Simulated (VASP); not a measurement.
As: single point with LDA

The system is As.

```xyz
2
Lattice="1.8799 1.0854 3.3296 -1.8799 1.0854 3.3296 0.0000 -2.1707 3.3296" Properties=species:S:1:pos:R:3 pbc="T T T"
As    0.0000    0.0000    7.6866
As    0.0000    0.0000    2.3021
```

* Program: VASP 6.6.1
* Task: single point
* Functional: LDA
* Potentials or basis: VASP PAW LDA potentials, release 64 (As_d)
* Cutoff: 510 eV
* k mesh: 11 × 11 × 11
* Occupations: fermi-dirac, width 0.05 eV
* Spin: no spin polarisation

- Pressure: 0.3 GPa
- Largest force: 0.035 eV/Å
- Band gap on the k mesh: zero (bands 15 and 16 overlap by 0.23 eV)

Forces in eV/Å, atoms in the order of the input:
```
As   0.000  0.000 -0.035
As   0.000  0.000  0.035
```

Stress tensor (GPa, compression positive):
```
0.35 0.00 0.00
0.00 0.35 0.00
0.00 0.00 0.26
```

Levels at points of the mesh, in eV from the Fermi level:
```tsv
k point	band 11	band 12	band 13	band 14	band 15	band 16	band 17	band 18	band 19	band 20
(0.00, 0.00, 0.00)	-15.40	-5.57	-2.46	-2.18	-2.18	2.08	3.11	3.11	6.45	6.45
```

It took 98 s on 1 thread of Intel(R) Xeon(R) Platinum 8259CL CPU @ 2.50GHz (Skylake/Cascade Lake), on a shared host, peak memory 0.22 GiB.
